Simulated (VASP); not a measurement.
# C (P6_3/mmc) in VASP: a series of runs, part 2 of 2

VASP 6.6.1. Earlier steps stand in the parts before.

### 6 Single point, PBE+D4

The COD entry that gives the cell may itself be a prediction, so a difference from it is no test against experiment.

This run uses another cell than the first one, of 5.63 Å³/atom, 0.937 times its volume.

The input, INCAR:

```
SYSTEM = C
PREC     = Accurate       ! precision mode
ENCUT    = 520            ! plane-wave cutoff, eV
EDIFF    = 1E-6           ! SCF threshold, eV
ISMEAR   = -1             ! smearing method
SIGMA    = 0.05           ! smearing width, eV
LREAL    = .False.        ! projectors in reciprocal space
LASPH    = .True.         ! aspherical terms in the spheres
NELM     = 80             ! most SCF steps
ALGO     = Normal         ! electronic algorithm
ISIF     = 2              ! what is computed and relaxed
LWAVE    = .False.        ! write WAVECAR
LCHARG   = .True.         ! write CHGCAR
GGA      = PE             ! functional
IVDW     = 13             ! dispersion correction
LELF     = .True.         ! ELF
LVHAR    = .True.       
NBANDS   = 26             ! bands
```

The input, KPOINTS:

```
Automatic mesh
0
Gamma
  12 12 4
  0 0 0
```

The input, POSCAR:

```
C
1.0
    2.5078789580      0.0000000000      0.0000000000
   -1.2539394790      2.1718868873      0.0000000000
    0.0000000000      0.0000000000      8.2715386303
C
8
Direct
    0.6666666667      0.3333333333      0.8444501218
    0.3333333333      0.6666666667      0.3444501218
    0.6666666667      0.3333333333      0.6555498782
    0.3333333333      0.6666666667      0.1555498782
    0.0000000000      0.0000000000      0.9070317911
    0.0000000000      0.0000000000      0.4070317911
    0.0000000000      0.0000000000      0.5929682089
    0.0000000000      0.0000000000      0.0929682089
```

Potentials or basis: VASP PAW PBE potentials, release 64 (C).

Started as:

```sh
cat potpaw_PBE.64/C/POTCAR > POTCAR
mpirun -np 1 vasp_std > vasp.out
```

OUTCAR:

```text
SYSTEM = C
   PREC = Accurate
   ENCUT = 520
   EDIFF = 1E-6
   ISMEAR = -1
   LREAL = .False.
   LASPH = .True.
   NELM = 80
   ISIF = 2
   GGA = PE
   IVDW = 13

 ion  position               nearest neighbor table
   1  0.667  0.333  0.844-   5 1.54   5 1.54   5 1.54   3 1.56
   2  0.333  0.667  0.344-   6 1.54   6 1.54   6 1.54   4 1.56
   3  0.667  0.333  0.656-   7 1.54   7 1.54   7 1.54   1 1.56
   4  0.333  0.667  0.156-   8 1.54   8 1.54   8 1.54   2 1.56
   5  0.000  0.000  0.907-   1 1.54   1 1.54   1 1.54   8 1.54
   6  0.000  0.000  0.407-   2 1.54   2 1.54   2 1.54   7 1.54
   7  0.000  0.000  0.593-   3 1.54   3 1.54   3 1.54   6 1.54
   8  0.000  0.000  0.093-   4 1.54   4 1.54   4 1.54   5 1.54

  LATTYP: Found a hexagonal cell.
 ALAT       =     2.5078789580
 C/A-ratio  =     3.2982208347

  Lattice vectors:

 A1 = (   2.5078789580,   0.0000000000,   0.0000000000)
 A2 = (  -1.2539394790,   2.1718868873,   0.0000000000)
 A3 = (   0.0000000000,   0.0000000000,   8.2715386303)

Analysis of symmetry for initial positions (statically):
=====================================================================
 Subroutine PRICEL returns:
[... 196 lines left out ...]
      3      -9.9996      2.00000
      4      -6.0422      2.00000
      5      -3.6313      2.00000
      6       3.0814      2.00000
[... 685 lines left out ...]
     25      20.5128      0.00000
     26      22.2377      0.00000

 [... further k-points ...]

------------------------ aborting loop because EDIFF is reached ----------------------------------------

  DFT-D4 for vdW energy calculation

  Edisp (eV):   -1.71626

  FORCE on cell =-STRESS in cart. coord.  units (eV):
  Direction    XX          YY          ZZ          XY          YZ          ZX
  --------------------------------------------------------------------------------------
  -------------------------------------------------------------------------------------
  Total       0.20355     0.20355     0.18078     0.00000     0.00000     0.00000
  in kB       7.23868     7.23868     6.42876     0.00000     0.00000     0.00000
  external pressure =        6.97 kB  Pullay stress =        0.00 kB

 VOLUME and BASIS-vectors are now :
 -----------------------------------------------------------------------------
  energy-cutoff  :      520.00
  volume of cell :       45.05
      direct lattice vectors                 reciprocal lattice vectors
     2.507878958  0.000000000  0.000000000     0.398743327  0.230214567  0.000000000
    -1.253939479  2.171886887  0.000000000     0.000000000  0.460429135  0.000000000
     0.000000000  0.000000000  8.271538630     0.000000000  0.000000000  0.120896492

 POSITION                                       TOTAL-FORCE (eV/Angst)
 -----------------------------------------------------------------------------------
      1.25394      0.72396      6.98490         0.000000     -0.000000     -0.004685
     -0.00000      1.44792      2.84913        -0.000000      0.000000     -0.004685
      1.25394      0.72396      5.42241         0.000000     -0.000000      0.004685
     -0.00000      1.44792      1.28664        -0.000000      0.000000      0.004685
      0.00000      0.00000      7.50255        -0.000000      0.000000     -0.000162
      0.00000      0.00000      3.36678        -0.000000     -0.000000     -0.000162
      0.00000      0.00000      4.90476        -0.000000      0.000000      0.000162
      0.00000      0.00000      0.76899        -0.000000     -0.000000      0.000162
 -----------------------------------------------------------------------------------
    total drift:                                0.000000      0.000000      0.000000

  FREE ENERGIE OF THE ION-ELECTRON SYSTEM (eV)
  ---------------------------------------------------
  free  energy   TOTEN  =       -74.3739847130 eV

  energy  without entropy=      -74.3739847129  energy(sigma->0) =      -74.37398471
```

OSZICAR:

```text
N       E                     dE             d eps       ncg     rms          rms(c)
DAV:   1     0.616140011389E+02    0.61614E+02   -0.16603E+04  2964   0.120E+03
DAV:   2    -0.705065199590E+02   -0.13212E+03   -0.12370E+03  4032   0.228E+02
DAV:   3    -0.752315061923E+02   -0.47250E+01   -0.46871E+01  4026   0.375E+01
DAV:   4    -0.752734913298E+02   -0.41985E-01   -0.41912E-01  3752   0.394E+00
DAV:   5    -0.752742406118E+02   -0.74928E-03   -0.74879E-03  3966   0.481E-01    0.112E+01
DAV:   6    -0.733119350178E+02    0.19623E+01   -0.12665E+00  3416   0.606E+00    0.669E+00
DAV:   7    -0.726539658103E+02    0.65797E+00   -0.15391E+00  3524   0.689E+00    0.144E+00
DAV:   8    -0.726574886028E+02   -0.35228E-02   -0.35927E-02  3870   0.103E+00    0.102E-01
DAV:   9    -0.726576479809E+02   -0.15938E-03   -0.65136E-04  3798   0.167E-01    0.327E-02
DAV:  10    -0.726577067114E+02   -0.58730E-04   -0.58461E-05  3778   0.505E-02    0.139E-02
DAV:  11    -0.726577227791E+02   -0.16068E-04   -0.12591E-05  3638   0.247E-02    0.218E-03
DAV:  12    -0.726577231554E+02   -0.37634E-06   -0.56988E-07  2906   0.525E-03
   1 F= -.74373985E+02 E0= -.74373985E+02  d E =-.957424E-10
```

stdout:

```text
POSCAR found type information on POSCAR C
 POSCAR found :  1 types and       8 ions
 scaLAPACK will be used
 LDA part: xc-table for (Slater+PW92), standard interpolation
 POSCAR, INCAR and KPOINTS ok, starting setup
 FFT: planning ... GRIDC
 FFT: planning ... GRID_SOFT
 FFT: planning ... GRID
 WAVECAR not read
 entering main loop
```

Run time: 28 s. Hardware: 1 thread of Intel Xeon 6975P-C (Granite Rapids), shared host; peak memory 0.18 GiB.

Results:

| Quantity | Value |
| --- | --- |
| Free energy | -74.3740 eV |
| Pressure | 0.7 GPa |
| Largest force | 0.005 eV/Å |
| Band gap on the k mesh | 4.56 eV, indirect (least direct gap 5.32 eV) |
| Dispersion energy per atom | -0.215 eV |

Forces in eV/Å, atoms in the order of the input:
```
C    0.000  0.000 -0.005
C    0.000  0.000 -0.005
C    0.000  0.000  0.005
C    0.000  0.000  0.005
C    0.000  0.000  0.000
C    0.000  0.000  0.000
C    0.000  0.000  0.000
C    0.000  0.000  0.000
```

Levels at points of the mesh, in eV from the valence-band top:
| k point | band 13 | band 14 | band 15 | band 16 | band 17 | band 18 | band 19 | band 20 |
| --- | --- | --- | --- | --- | --- | --- | --- | --- |
| (0.00, 0.00, 0.00) | -1.74 | -0.23 | 0.00 | 0.00 | 5.32 | 5.32 | 5.49 | 7.14 |
| (0.50, 0.00, 0.00) | -4.97 | -4.71 | -3.71 | -2.98 | 4.63 | 5.61 | 6.01 | 6.05 |
| (0.00, 0.00, 0.50) | -0.65 | -0.65 | -0.65 | -0.65 | 6.09 | 6.09 | 6.09 | 6.09 |
| (0.50, 0.00, 0.50) | -4.76 | -4.76 | -3.69 | -3.69 | 4.97 | 4.97 | 7.01 | 7.01 |

A k mesh can miss the band edges. Expect the measured gap to be larger: semilocal functionals such as PBE lack the derivative discontinuity.

### 7 Overview

| level | cell | gap on the mesh (eV) | pressure (GPa) | largest force (eV/Å) |
| --- | --- | --- | --- | --- |
| PBEsol | a = 2.572, b = 2.572, c = 8.399 Å, angles 90.0, 90.0, 120.0°, 8 atoms | 4.13 | -26.2 | 0.30 |
| revPBE+D4 | a = 2.471, b = 2.471, c = 8.069 Å, angles 90.0, 90.0, 120.0°, 8 atoms | 4.55 | 24.4 | 0.37 |
| revPBE+D4 | a = 2.488, b = 2.488, c = 8.126 Å, angles 90.0, 90.0, 120.0°, 8 atoms | 4.50 | 13.5 | 0.35 |
| revPBE+D4 | a = 2.505, b = 2.505, c = 8.182 Å, angles 90.0, 90.0, 120.0°, 8 atoms | 4.45 | 3.6 | 0.34 |
| PBE+D4 | a = 2.508, b = 2.508, c = 8.272 Å, angles 90.0, 90.0, 120.0°, 8 atoms | 4.56 | 0.7 | - |

Alike in all rows: task single point; potentials or basis VASP PAW PBE potentials, release 64 (C); no spin polarisation; k mesh 12 × 12 × 4; cutoff (eV) 520; smearing fermi-dirac 0.05 eV.

Caveats: the PAW data sets were made with another functional, which shifts forces and pressure a little (some runs).

Total energies depend on the potentials used, so only differences within one code and one set of settings carry meaning.
